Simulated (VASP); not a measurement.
# ZnO in VASP: further runs

ZnO is run at these levels: PBE, r2SCAN; tasks: single point.

Program: VASP 6.6.1. These are calculated values, not measurements. Logs are shortened: lines on timing, memory, paths and dates and some standing lists are left out, and cuts for length are marked.

## Step 1: The cell of the first run

Symmetry: R-3m, No. 166, trigonal system. Conventional cell: a = 2.902 Å, b = 2.902 Å, c = 7.624 Å, α = 90.00°, β = 90.00°, γ = 120.00°. Within 3.1 Å of Zn (site symmetry -3m) lie 6 O at 2.10 Å and 12 Zn at 2.90 to 3.04 Å. Within 3.1 Å of O (site symmetry -3m) lie 6 Zn at 2.10 Å and 12 O at 2.90 to 3.04 Å.

## Step 2: Single point, PBE (epitaxial 111 strain -3.8%)

Contents of INCAR:

```
PREC = Accurate
ENCUT = 1340
EDIFF = 1E-6
ISMEAR = -1
SIGMA = 0.02
LREAL = False
LASPH = True
NELM = 120
ALGO = Normal
ISIF = 2
LWAVE = False
LCHARG = False
GGA = PE
NBANDS = 16
GGA_COMPAT = False
```

Contents of KPOINTS:

```
Automatic mesh
0
Gamma
  10 10 10
```

Contents of POSCAR:

```
ZnO
1.0
    0.0991186987      2.1511656889      2.1511656889
    2.1511656889      0.0991186987      2.1511656889
    2.1511656889      2.1511656889      0.0991186987
Zn O
1 1
Direct
    0.0000000000      0.0000000000      0.0000000000
    0.5000000000      0.5000000000      0.5000000000
```

Potentials or basis: VASP PAW PBE potentials, release 64 (Zn, O_h).

Command:

```bash
cat potpaw_PBE.64/Zn/POTCAR potpaw_PBE.64/O_h/POTCAR > POTCAR
mpirun -np 1 vasp_std > vasp.out
```

OUTCAR:

```text
PREC = Accurate
   ENCUT = 1340
   EDIFF = 1E-6
   ISMEAR = -1
   LREAL = False
   LASPH = True
   NELM = 120
   ISIF = 2
   GGA = PE

 ion  position               nearest neighbor table
   1  0.000  0.000  0.000-   2 2.10   2 2.10   2 2.10   2 2.10   2 2.10   2 2.10
   2  0.500  0.500  0.500-   1 2.10   1 2.10   1 2.10   1 2.10   1 2.10   1 2.10

  LATTYP: Found a trigonal (rhomboedric) cell.
 ALAT       =     3.0438219657
 COS(alpha) =     0.5454976747

  Lattice vectors:

 A1 = (   0.0991186987,   2.1511656889,   2.1511656889)
 A2 = (   2.1511656889,   0.0991186987,   2.1511656889)
 A3 = (   2.1511656889,   2.1511656889,   0.0991186987)

Analysis of symmetry for initial positions (statically):
=====================================================================
 Subroutine PRICEL returns:
 Original cell was already a primitive cell.

 Routine SETGRP: Setting up the symmetry group for a
 trigonal (rhombohedral) supercell.

 Subroutine GETGRP returns: Found 12 space group operations
 (whereof 12 operations were pure point group operations)
 out of a pool of 12 trial point group operations.

The static configuration has the point symmetry D_3d.

Analysis of symmetry for dynamics (positions and initial velocities):
=====================================================================
 Subroutine PRICEL returns:
 Original cell was already a primitive cell.

 Routine SETGRP: Setting up the symmetry group for a
 trigonal (rhombohedral) supercell.

 Subroutine GETGRP returns: Found 12 space group operations
 (whereof 12 operations were pure point group operations)
 out of a pool of 12 trial point group operations.

The dynamic configuration has the point symmetry D_3d.

 Subroutine INISYM returns: Found 12 space group operations
 (whereof 12 operations are pure point group operations),
 and found     1 'primitive' translations

----------------------------------------------------------------------------------------

                                     Primitive cell

  volume of cell :      18.5341

  direct lattice vectors                    reciprocal lattice vectors
     0.099118699  2.151165689  2.151165689    -0.249146233  0.238172042  0.238172042
     2.151165689  0.099118699  2.151165689     0.238172042 -0.249146233  0.238172042
     2.151165689  2.151165689  0.099118699     0.238172042  0.238172042 -0.249146233

  length of vectors
     3.043821966  3.043821966  3.043821966     0.418957860  0.418957860  0.418957860

  position of ions in fractional coordinates (direct lattice)
     0.000000000  0.000000000  0.000000000
     0.500000000  0.500000000  0.500000000

  ion indices of the primitive-cell ions
   primitive index   ion index
                 1           1
                 2           2

----------------------------------------------------------------------------------------

 KPOINTS: Automatic mesh

Automatic generation of k-mesh.
 Grid dimensions read from file:
 generate k-points for:   10   10   10

 Generating k-lattice:

  Cartesian coordinates                     Fractional coordinates (reciprocal lattice)
    -0.024914623  0.023817204  0.023817204     0.100000000  0.000000000  0.000000000
     0.023817204 -0.024914623  0.023817204     0.000000000  0.100000000  0.000000000
     0.023817204  0.023817204 -0.024914623     0.000000000  0.000000000  0.100000000

  Length of vectors
     0.041895786  0.041895786  0.041895786

  Shift w.r.t. Gamma in fractional coordinates (k-lattice)
     0.000000000  0.000000000  0.000000000

 Subroutine IBZKPT returns following result:
 ===========================================

 Found    116 irreducible k-points:

 Following reciprocal coordinates:
            Coordinates               Weight
  0.000000  0.000000  0.000000      1.000000
  0.100000  0.000000  0.000000      6.000000
  0.200000  0.000000  0.000000      6.000000
  0.300000  0.000000  0.000000      6.000000
  0.400000  0.000000  0.000000      6.000000
  0.500000  0.000000 -0.000000      3.000000
[... 16 lines left out ...]
  0.300000  0.300000  0.000000      6.000000
  0.400000  0.300000  0.000000     12.000000
 [... further k-points ...]
   k-points           NKPTS =    116   k-points in BZ     NKDIM =    116   number of bands    NBANDS=     16
   number of dos      NEDOS =    301   number of ions     NIONS =      2
   total plane-waves  NPLWV =  46656
   dimension x,y,z NGX =    36 NGY =   36 NGZ =   36
   dimension x,y,z NGXF=    72 NGYF=   72 NGZF=   72
   ions per type =               1   1
   NGX,Y,Z   is equivalent  to a cutoff of  19.66, 19.66, 19.66 a.u.
   NGXF,Y,Z  is equivalent  to a cutoff of  39.32, 39.32, 39.32 a.u.
 SYSTEM =  unknown system
   PREC   = accura    normal or accurate (medium, high low for compatibility)
   ISTART =      0    job   : 0-new  1-cont  2-samecut
   ICHARG =      2    charge: 1-file 2-atom 10-const
   ISPIN  =      1    spin polarized calculation?
   LNONCOLLINEAR =      F non collinear calculations
   LSORBIT =      F    spin-orbit coupling
   LASPH  =      T    aspherical Exc in radial PAW
   ENCUT  = 1340.0 eV  98.49 Ry    9.92 a.u.   9.09  9.09  9.09*2*pi/ulx,y,z
   NELM   =    120;   NELMIN=  2; NELMDL= -5     # of ELM steps
   EDIFF  = 0.1E-05   stopping-criterion for ELM
   LREAL  =      F    real-space projection
   EDIFFG = 0.1E-04   stopping-criterion for IOM
   NSW    =      0    number of steps for IOM
   IBRION =     -1    ionic relax: 0-MD 1-quasi-New 2-CG
   NFREE  =      0    steps in history (QN), initial steepest desc. (CG)
   ISIF   =      2    stress and relaxation
   ISYM   =      2    0-nonsym 1-usesym 2-fastsym
   POTIM  = 0.5000    time-step for ionic-motion
   TEBEG  =    0.0;   TEEND  =   0.0 temperature during run
   PSTRESS=    0.0 pullay stress
   NELECT =      18.0000    total number of electrons
   NUPDOWN=      -1.0000    fix difference up-down
   EMIN   =  10.00;   EMAX   =-10.00  energy-range for DOS
   EFERMI =   0.00;   METHOD = LEGACY
   ISMEAR =    -1;   SIGMA  =   0.02  broadening in eV -4-tet -1-fermi 0-gaus
   EFERMI_NEDOS =   21; number of points for ismear=-14 and -15
   IALGO  =     38    algorithm
   IMIX   =      4    mixing-type and parameters
     AMIX     =   0.40;   BMIX     =  1.00
     AMIX_MAG =   1.60;   BMIX_MAG =  1.00
  volume/ion in A,a.u.               =       9.27        62.54
  Fermi-wavevector in a.u.,A,eV,Ry     =   1.621221  3.063663 35.760973  2.628357
  Thomas-Fermi vector in A             =   2.715032
   LORBIT       =      0    0 simple, 1 ext, 2 COOP (PROOUT), +10 PAW based schemes
   GGA     = PE    functional components
   LHFCALC =     F    Hartree Fock is set to
   AEXX    =    0.0000 exact exchange contribution
   IVDW    =     0    specifies the selected vdW correction
   LEPSILON=     F    determine dielectric tensor
   LRPA    =     F    only Hartree local field effects (RPA)
 non-spin polarized calculation
  energy-cutoff  :     1340.00
  volume of cell :       18.53
 maximum number of plane-waves:      2092
   NGX = 19   NGY = 19   NGZ = 19

 number of electron      17.9999999 magnetization

 Free energy of the ion-electron system (eV)
  ---------------------------------------------------
  ext. energy  EPLUGINS =         0.00000000
  ---------------------------------------------------
  free energy    TOTEN  =        -8.49848754 eV

  energy without entropy =       -8.49848754  energy(sigma->0) =       -8.49848754

 E-fermi :   4.2875     XC(G=0): -12.6237

 val. band max:        3.8077444344   @ k =   0.5000   0.5000   0.5000
 cond. band min:       4.8425137702   @ k =   0.0000   0.0000   0.0000
 fundamental gap:      1.0347693357
 Fermi energy:         4.2874504427

 k-point     1 :       0.0000    0.0000    0.0000
  band No.  band energies     occupation
      1     -15.3703      2.00000
      2      -1.3341      2.00000
      3      -1.2419      2.00000
      4      -1.2419      2.00000
      5      -0.9823      2.00000
      6      -0.9823      2.00000
[... 8 lines left out ...]
     15      23.9861      0.00000
     16      24.3066      0.00000

 k-point     2 :       0.1000    0.0000    0.0000
  band No.  band energies     occupation
      1     -15.2431      2.00000
      2      -1.3663      2.00000
      3      -1.3354      2.00000
      4      -1.2029      2.00000
      5      -1.1296      2.00000
      6      -1.1126      2.00000
[... 8 lines left out ...]
     15      23.7109      0.00000
     16      24.4712      0.00000

 k-point     3 :       0.2000    0.0000    0.0000
  band No.  band energies     occupation
      1     -14.8900      2.00000
      2      -1.8067      2.00000
      3      -1.7000      2.00000
      4      -1.4960      2.00000
      5      -1.0935      2.00000
      6      -1.0649      2.00000
[... 8 lines left out ...]
     15      23.7316      0.00000
     16      25.4085      0.00000

 k-point     4 :       0.3000    0.0000    0.0000
  band No.  band energies     occupation
      1     -14.4036      2.00000
      2      -2.7636      2.00000
      3      -2.1504      2.00000
      4      -1.8635      2.00000
      5      -0.9613      2.00000
      6      -0.9067      2.00000
[... 8 lines left out ...]
     15      24.9880      0.00000
     16      26.9812      0.00000
[... 324 lines left out ...]
 k-point    22 :      -0.2000    0.2000    0.0000
  band No.  band energies     occupation
      1     -14.2632      2.00000
      2      -2.7720      2.00000
      3      -2.2138      2.00000
      4      -1.7802      2.00000
      5      -1.0339      2.00000
      6      -0.7471      2.00000
[... 8 lines left out ...]
     15      25.9789      0.00000
     16      27.7768      0.00000

 k-point    23 :       0.3000    0.3000    0.0000
  band No.  band energies     occupation
      1     -14.2608      2.00000
      2      -2.8016      2.00000
      3      -1.5853      2.00000
      4      -1.1386      2.00000
      5      -1.0510      2.00000
      6      -0.8573      2.00000
[... 8 lines left out ...]
     15      31.5872      0.00000
     16      31.8386      0.00000

 k-point    24 :       0.4000    0.3000    0.0000
  band No.  band energies     occupation
      1     -13.9883      2.00000
      2      -2.8286      2.00000
      3      -1.7139      2.00000
      4      -1.3115      2.00000
      5      -0.9676      2.00000
      6      -0.7413      2.00000
[... 8 lines left out ...]
     15      31.7535      0.00000
     16      32.0669      0.00000

 [... further k-points ...]

------------------------ aborting loop because EDIFF is reached ----------------------------------------

  FORCE on cell =-STRESS in cart. coord.  units (eV):
  Direction    XX          YY          ZZ          XY          YZ          ZX
  --------------------------------------------------------------------------------------
  -------------------------------------------------------------------------------------
  Total        2.2479384      2.2479384      2.2479384     -0.4894405     -0.4894405     -0.4894405
  in kB      194.3231768    194.3231768    194.3231768    -42.3097172    -42.3097172    -42.3097172
  external PRESSURE =     194.3231768 kB  Pullay stress =       0.0000000 kB

 VOLUME and BASIS-vectors are now :
 -----------------------------------------------------------------------------
  energy-cutoff  :     1340.00
  volume of cell :       18.53
      direct lattice vectors                 reciprocal lattice vectors
     0.099118699  2.151165689  2.151165689    -0.249146233  0.238172042  0.238172042
     2.151165689  0.099118699  2.151165689     0.238172042 -0.249146233  0.238172042
     2.151165689  2.151165689  0.099118699     0.238172042  0.238172042 -0.249146233

 POSITION                                       TOTAL-FORCE (eV/Angst)
 -----------------------------------------------------------------------------------
      0.00000      0.00000      0.00000         0.000000     -0.000000      0.000000
      2.20073      2.20073      2.20073        -0.000000      0.000000     -0.000000
 -----------------------------------------------------------------------------------
    total drift:                                0.000000      0.000000      0.000000

  FREE ENERGIE OF THE ION-ELECTRON SYSTEM (eV)
  ---------------------------------------------------
  free  energy   TOTEN  =        -8.4984875358 eV

  energy  without entropy=       -8.4984875358  energy(sigma->0) =       -8.49848754
```

It took 1.8 min on 1 thread of Intel Xeon Platinum 8259CL at 2.50GHz (Skylake/Cascade Lake), shared host; peak memory 0.3 GiB.

Results:

- Free energy: -8.4985 eV
- Pressure: 19.4 GPa
- Band gap on the k mesh: 1.03 eV (least direct gap 2.45 eV)

Stress tensor (GPa, compression positive):
```
19.43 -4.23 -4.23
-4.23 19.43 -4.23
-4.23 -4.23 19.43
```

Caveat: the cell differs from its parent crystal (epitaxial 111 strain -3.8%); the cell stands under pressure; the structure was generated, so it needn't be the stable form of ZnO. A k mesh can miss the band edges.

## Step 3: Single point, r2SCAN (shear xy strain +1.8%)

Contents of POSCAR:

```
ZnO
1.0
    0.0187771795      2.1337703963      2.1337703963
    2.1337703963      0.0187771795      2.1337703963
    2.1525475758      2.1525475758      0.0000000000
Zn O
1 1
Direct
    0.0000000000      0.0000000000      0.0000000000
    0.5000000000      0.5000000000      0.5000000000
```

Contents of INCAR.step1:

```
SYSTEM = ZnO
PREC = Accurate ; ENCUT = 1480
ISMEAR = 0 ; SIGMA = 0.01
LREAL = .False. ; LASPH = .True.
NELM = 120 ; NBANDS = 16
GGA = PE ; ALGO = Normal
EDIFF = 1E-5 ; LWAVE = .True.
LCHARG = .False. ; GGA_COMPAT = .False.
```

Contents of INCAR.step2:

```
SYSTEM = ZnO
PREC = Accurate ; ENCUT = 1480
EDIFF = 1E-6 ; ISMEAR = 0
SIGMA = 0.01 ; LREAL = .False.
LASPH = .True. ; NELM = 120
ALGO = Normal ; ISIF = 2
LWAVE = .False. ; LCHARG = .True.
METAGGA = R2SCAN ; LMIXTAU = .True.
LELF = .True. ; LVHAR = .True.
NBANDS = 16 ; ISTART = 1
GGA_COMPAT = .False.
```

Contents of KPOINTS:

```
regular mesh
0
Gamma
  10 10 10
  0 0 0
```

Potentials or basis: VASP PAW PBE potentials, release 64 (Zn, O_h).

Command:

```bash
cat potpaw_PBE.64/Zn/POTCAR potpaw_PBE.64/O_h/POTCAR > POTCAR
cp INCAR.step1 INCAR
mpirun -np 1 vasp_std > vasp.out
cp INCAR.step2 INCAR
mpirun -np 1 vasp_std > vasp.out
```

OUTCAR:

```text
SYSTEM = ZnO
   PREC = Accurate
   ENCUT = 1480
   EDIFF = 1E-6
   ISMEAR = 0
   LREAL = .False.
   LASPH = .True.
   NELM = 120
   ISIF = 2
   METAGGA = R2SCAN
   ISTART = 1

 ion  position               nearest neighbor table
   1  0.000  0.000  0.000-   2 2.13   2 2.13   2 2.13   2 2.13   2 2.13   2 2.13
   2  0.500  0.500  0.500-   1 2.13   1 2.13   1 2.13   1 2.13   1 2.13   1 2.13

  LATTYP: Found a body centered orthorhombic cell.
 ALAT       =     2.9910520915
 B/A-ratio  =     1.0177562551
 C/A-ratio  =     1.4267691307

  Lattice vectors:
[... 646 lines left out ...]

  FORCE on cell =-STRESS in cart. coord.  units (eV):
  Direction    XX          YY          ZZ          XY          YZ          ZX
  --------------------------------------------------------------------------------------
  -------------------------------------------------------------------------------------
  Total        0.1484343      0.1484343      0.1423034     -0.2019617      0.0000000      0.0000000
  in kB       12.2406776     12.2406776     11.7350876    -16.6548255      0.0000000      0.0000000
  external PRESSURE =      12.0721476 kB  Pullay stress =       0.0000000 kB

 VOLUME and BASIS-vectors are now :
 -----------------------------------------------------------------------------
  energy-cutoff  :     1480.00
  volume of cell :       19.43
      direct lattice vectors                 reciprocal lattice vectors
     0.018777180  2.133770396  2.133770396    -0.236407378  0.236407378  0.234326993
     2.133770396  0.018777180  2.133770396     0.236407378 -0.236407378  0.234326993
     2.152547576  2.152547576  0.000000000     0.232282903  0.232282903 -0.234326993

 POSITION                                       TOTAL-FORCE (eV/Angst)
 -----------------------------------------------------------------------------------
      0.00000      0.00000      0.00000        -0.000000      0.000000      0.000000
      2.15255      2.15255      2.13377         0.000000     -0.000000      0.000000
 -----------------------------------------------------------------------------------
    total drift:                                0.000000     -0.000000     -0.000000

  FREE ENERGIE OF THE ION-ELECTRON SYSTEM (eV)
  ---------------------------------------------------
  free  energy   TOTEN  =       -17.9647470338 eV

  energy  without entropy=      -17.9647470338  energy(sigma->0) =      -17.96474703
```

Run time: 18 min. Hardware: 1 thread of Intel Xeon Platinum 8259CL at 2.50GHz (Skylake/Cascade Lake), shared host; peak memory 0.45 GiB.

What came out:

| Quantity | Value |
| --- | --- |
| Free energy | -17.9647 eV |
| Pressure | 1.2 GPa |
| Band gap on the k mesh | 1.54 eV (least direct gap 2.92 eV) |

Caveat: the cell differs from its parent crystal (shear xy strain +1.8%); the structure was generated, so it needn't be the stable form of ZnO; the PAW data sets were made with another functional, which shifts forces and pressure a little.

(Continued in part 2 of 2.)
